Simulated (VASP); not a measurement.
# AlGeSbH2 (I-4m2) in VASP: a series of runs, part 2 of 2

VASP 6.6.1. The steps go on from the part before.

## Step 3: Relaxation of cell and atoms, PBE

This run uses another cell than the first one, of 16.11 Å³/atom.

Input file INCAR:

```
SYSTEM = AlGeSbH2
ALGO = Normal
EDIFF = 1E-6
EDIFFG = -0.08
ENCUT = 600
GGA = PE
IBRION = 2
ISIF = 3
ISMEAR = 0
LASPH = .TRUE.
LCHARG = .FALSE.
LREAL = .FALSE.
LWAVE = .FALSE.
NELM = 60
NSW = 36
PREC = Accurate
SIGMA = 0.15
```

Input file KPOINTS:

```
k-points
0
G
  4 4 4
  0 0 0
```

Input file POSCAR:

```
AlGeSbH2
1.0
   -2.0390325900      2.0390325900      4.8435965400
    2.0390325900     -2.0390325900      4.8435965400
    2.0390325900      2.0390325900     -4.8435965400
Al Ge Sb H
1 1 1 2
Direct
    0.0000000000      0.0000000000      0.0000000000
    0.2500000000      0.7500000000      0.5000000000
    0.7500000000      0.2500000000      0.5000000000
    0.6269450200      0.6269450200      0.0000000000
    0.3730549800      0.3730549800      0.0000000000
```

Potentials or basis: VASP PAW PBE potentials, release 64 (Al, Ge_d, Sb, H).

Command:

```bash
$ cat potpaw_PBE.64/Al/POTCAR potpaw_PBE.64/Ge_d/POTCAR potpaw_PBE.64/Sb/POTCAR potpaw_PBE.64/H/POTCAR > POTCAR
$ mpirun -np 1 vasp_std > vasp.out
```

Wall time 12 min (1 thread of Oxide Virtual Turin-like, shared host); peak memory 0.35 GiB.

It converged, with:

- Free energy: -18.0033 eV
- Relaxed volume: 15.30 Å³/atom
- Relaxed cell: a = 4.980 Å, b = 4.980 Å, c = 4.980 Å, α = 126.89°, β = 126.89°, γ = 78.42°
- Space group after relaxing (to 0.1 Å): I-4m2 (No. 119)
- Pressure after relaxing: -0.2 GPa
- Largest force after relaxing: 0.057 eV/Å
- Band gap on the k mesh: zero (bands 12 and 13 overlap by 3.63 eV)

Forces on the atoms (eV/Å):
```
Al   0.000  0.000  0.000
Ge   0.000  0.000  0.000
Sb   0.000  0.000  0.000
H    0.000  0.000 -0.057
H    0.000  0.000  0.057
```

Stress tensor (GPa, compression positive):
```
-0.07  0.00  0.00
 0.00 -0.07  0.00
 0.00  0.00 -0.43
```

Final structure:
```yaml
crystal:
  lattice:
    - [-2.22629, 2.22629, 3.85880]
    - [2.22629, -2.22629, 3.85880]
    - [2.22629, 2.22629, -3.85880]
  atoms:
    - { symbol: Al, position: [0.00000, 0.00000, 0.00000] }
    - { symbol: Ge, position: [0.25000, 0.75000, 0.50000] }
    - { symbol: Sb, position: [0.75000, 0.25000, 0.50000] }
    - { symbol: H, position: [0.55029, 0.55029, 0.00000] }
    - { symbol: H, position: [0.44971, 0.44971, 0.00000] }
```

Levels at points of the mesh, in eV from the Fermi level:
```csv
k point,band 9,band 10,band 11,band 12,band 13,band 14,band 15,band 16
"(0.00, 0.00, 0.00)",-2.56,-2.56,-2.23,-0.83,-0.77,0.57,0.57,0.95
"(0.50, 0.00, 0.00)",-4.02,-2.50,-1.79,-1.21,-0.87,0.66,3.55,4.27
"(0.50, 0.50, 0.00)",-5.71,-5.10,-3.86,0.79,0.84,3.32,3.41,4.77
"(0.50, 0.50, 0.50)",-5.17,-3.78,-3.78,2.76,3.20,3.50,3.50,5.20
```

Caveat: the k points lie up to 0.41 Å⁻¹ apart in the final cell, too coarse for converged energies and pressures of a metal; spin-orbit coupling is left out, which moves the levels of the heavy elements; the relaxation stopped at a loose force limit of 0.08 eV/Å, so its end isn't a converged minimum.

## Step 4: Single point, PBE

This run uses another cell than the first one, of the same volume but with other edges.

Input file INCAR:

```
SYSTEM = AlGeSbH2
PREC = Accurate
ENCUT = 520
EDIFF = 1E-6
ISMEAR = 0
SIGMA = 0.1
LREAL = .False.
LASPH = .True.
NELM = 60
ALGO = Normal
ISIF = 2
LWAVE = .False.
LCHARG = .False.
GGA = PE
NBANDS = 20
```

Input file KPOINTS:

```
regular mesh
0
Gamma
  10 10 10
  0 0 0
```

Input file POSCAR:

```
AlGeSbH2
1.0
   -2.3833897802      2.3833897802      3.3636757509
    2.3833897802     -2.3833897802      3.3636757509
    2.3833897802      2.3833897802     -3.3636757509
Al Ge Sb H
1 1 1 2
Direct
    0.0000000000      0.0000000000      0.0000000000
    0.2500000000      0.7500000000      0.5000000000
    0.7500000000      0.2500000000      0.5000000000
    0.5570613444      0.5570613444      0.0000000000
    0.4429386556      0.4429386556      0.0000000000
```

Command:

```bash
$ cat potpaw_PBE.64/Al/POTCAR potpaw_PBE.64/Ge_d/POTCAR potpaw_PBE.64/Sb/POTCAR potpaw_PBE.64/H/POTCAR > POTCAR
$ mpirun -np 1 vasp_std > vasp.out
```

Run time: 1.8 min. Hardware: 1 thread of Oxide Virtual Turin-like, shared host; peak memory 0.3 GiB.

Results (log left out):

```yaml
Free_energy: -17.9729 eV
Pressure: 0.0 GPa
Largest_force: 0.004 eV/Å
Band_gap_on_the_k_mesh: zero (bands 12 and 13 overlap by 3.09 eV)
```

Forces in eV/Å, atoms in the order of the input:
```
Al   0.000  0.000  0.000
Ge   0.000  0.000  0.000
Sb   0.000  0.000  0.000
H    0.000  0.000 -0.004
H    0.000  0.000  0.004
```

Levels at points of the mesh, in eV from the Fermi level:
```tsv
k point	band 8	band 9	band 10	band 11	band 12	band 13	band 14	band 15	band 16	band 17
(0.00, 0.00, 0.00)	-5.80	-2.05	-2.05	-1.99	-0.11	-0.01	-0.01	0.26	1.49	2.44
(0.50, 0.00, 0.00)	-6.45	-3.54	-2.29	-2.29	-1.31	-1.15	0.62	4.03	5.15	5.19
(0.50, 0.50, 0.00)	-7.59	-5.46	-4.36	-4.09	1.93	2.87	2.92	4.52	4.98	5.67
(0.50, 0.50, 0.50)	-7.59	-5.71	-4.14	-4.14	1.95	2.84	2.84	4.57	4.59	6.23
```

Caveat: spin-orbit coupling is left out, which moves the levels of the heavy elements.

## Step 5: Relaxation of cell and atoms, PBE

Input file INCAR:

```
SYSTEM = AlGeSbH2
ALGO     = Normal         ! electronic algorithm
EDIFF    = 1E-6           ! SCF threshold, eV
EDIFFG   = -0.01          ! ionic threshold
ENCUT    = 600            ! plane-wave cutoff, eV
GGA      = PE             ! functional
IBRION   = 2              ! ionic algorithm
ISIF     = 3              ! what is computed and relaxed
ISMEAR   = 0              ! smearing method
LASPH    = .TRUE.         ! aspherical terms in the spheres
LCHARG   = .FALSE.        ! write CHGCAR
LREAL    = .FALSE.        ! projectors in reciprocal space
LWAVE    = .FALSE.        ! write WAVECAR
NELM     = 100            ! most SCF steps
NSW      = 100            ! ionic steps
PREC     = Accurate       ! precision mode
SIGMA    = 0.1            ! smearing width, eV
```

Input file KPOINTS:

```
k-points
0
G
  10 10 10
  0 0 0
```

Input file POSCAR:

```
AlGeSbH2
1.0
   -2.2215215344      2.2215215344      3.8667791875
    2.2215215344     -2.2215215344      3.8667791875
    2.2215215344      2.2215215344     -3.8667791875
Al Ge Sb H
1 1 1 2
Direct
    0.0000000000      0.0000000000      0.0000000000
    0.2500000000      0.7500000000      0.5000000000
    0.7500000000      0.2500000000      0.5000000000
    0.5500970131      0.5500970131      0.0000000000
    0.4499029869      0.4499029869      0.0000000000
```

Command:

```bash
$ cat potpaw_PBE.64/Al/POTCAR potpaw_PBE.64/Ge_d/POTCAR potpaw_PBE.64/Sb/POTCAR potpaw_PBE.64/H/POTCAR > POTCAR
$ mpirun -np 1 vasp_std > vasp.out
```

Run time: 24 min. Hardware: 1 thread of Oxide Virtual Turin-like, shared host; peak memory 0.36 GiB.

Results (log left out):

```yaml
Free_energy: -17.9739 eV
Relaxed_volume: 15.28 Å³/atom
Relaxed_cell: a = 4.764 Å, b = 4.764 Å, c = 4.764 Å, α = 120.02°, β = 120.02°, γ = 89.96°
Space_group_after_relaxing_to_0.1_Å: I-4m2 (No. 119)
Energy_gained_by_relaxing: 12.9 meV/atom
Ionic_steps: 21
Pressure_after_relaxing: 0.0 GPa
Band_gap_on_the_k_mesh: zero (bands 12 and 13 overlap by 3.10 eV)
```

The path:
```csv
step,energy change (eV),largest force (eV/Å),pressure (GPa),volume (Å³)
1,0.0000,0.1177,0.09,76.33
2,-0.0062,0.3500,0.27,76.42
3,-0.0063,0.4314,0.31,76.44
4,-0.0098,0.3973,0.23,76.52
5,-0.0192,0.2950,-0.04,76.78
6,-0.0346,0.1119,-0.50,77.25
7,-0.0474,0.1958,-1.18,78.06
8,-0.0545,0.1213,-0.72,77.61
9,-0.0558,0.3392,-0.41,77.31
10,-0.0606,0.1691,-0.05,76.66
11,-0.0520,0.2237,1.17,74.62
12,-0.0637,0.0694,0.35,76.01
13,-0.0637,0.0361,0.41,75.87
14,-0.0637,0.0481,0.36,75.92
15,-0.0641,0.0634,0.17,76.12
16,-0.0641,0.0797,0.08,76.15
17,-0.0644,0.0305,0.02,76.37
18,-0.0645,0.0126,-0.06,76.45
19,-0.0645,0.0139,-0.05,76.44
20,-0.0645,0.0123,0.10,76.39
21,-0.0645,0.0019,-0.03,76.41
```

Final structure:
```yaml
crystal:
  lattice:
    - [-2.38101, 2.38101, 3.36946]
    - [2.38101, -2.38101, 3.36946]
    - [2.38101, 2.38101, -3.36946]
  atoms:
    - { symbol: Al, position: [0.00000, 0.00000, 0.00000] }
    - { symbol: Ge, position: [0.25000, 0.75000, 0.50000] }
    - { symbol: Sb, position: [0.75000, 0.25000, 0.50000] }
    - { symbol: H, position: [0.55693, 0.55693, 0.00000] }
    - { symbol: H, position: [0.44307, 0.44307, 0.00000] }
```

Levels at points of the mesh, in eV from the Fermi level:
```
           k point  band 8  band 9  band 10  band 11  band 12  band 13  band 14  band 15  band 16
(0.00, 0.00, 0.00)   -5.80   -2.06    -2.06    -1.98    -0.12     0.00     0.00     0.27     1.46
(0.50, 0.00, 0.00)   -6.45   -3.54    -2.30    -2.28    -1.31    -1.14     0.62     4.02     5.17
(0.50, 0.50, 0.00)   -7.60   -5.47    -4.37    -4.08     1.92     2.88     2.90     4.54     4.98
(0.50, 0.50, 0.50)   -7.58   -5.70    -4.14    -4.14     1.96     2.85     2.85     4.55     4.61
```

Caveat: spin-orbit coupling is left out, which moves the levels of the heavy elements.

## Step 6: The runs side by side

```tsv
task	cell	k mesh	cutoff (eV)	smearing	gap on the mesh (eV)	pressure (GPa)	relaxed volume (Å³/atom)	largest force (eV/Å)
single point	a = 4.982 Å, angles 127.0, 127.0, 78.2°, 5 atoms, atomic positions A	4 × 4 × 4	520	gaussian 0.15 eV	none	-0.1	-	0.02
relaxation of cell and atoms	relaxed from a = 5.637 Å, angles 137.6, 137.6, 61.5°, 5 atoms, atomic positions B	4 × 4 × 4	600	gaussian 0.15 eV	none	-0.2	15.30	0.06
single point	a = 4.762 Å, angles 119.9, 119.9, 90.1°, 5 atoms, atomic positions C	10 × 10 × 10	520	gaussian 0.1 eV	none	0.0	-	-
relaxation of cell and atoms	relaxed from a = 4.982 Å, angles 127.0, 127.0, 78.2°, 5 atoms, atomic positions A	10 × 10 × 10	600	gaussian 0.1 eV	none	0.0	15.28	-
```

Alike in all rows: level PBE; potentials or basis VASP PAW PBE potentials, release 64 (Al, Ge_d, Sb, H); no spin polarisation.

Caveats: some runs use coarse meshes; spin-orbit coupling is left out, which moves the levels of the heavy elements; the relaxation stopped at a loose force limit of 0.08 eV/Å, so its end isn't a converged minimum (at least some runs).

Total energies depend on the potentials used, so only differences within one code and one set of settings carry meaning.
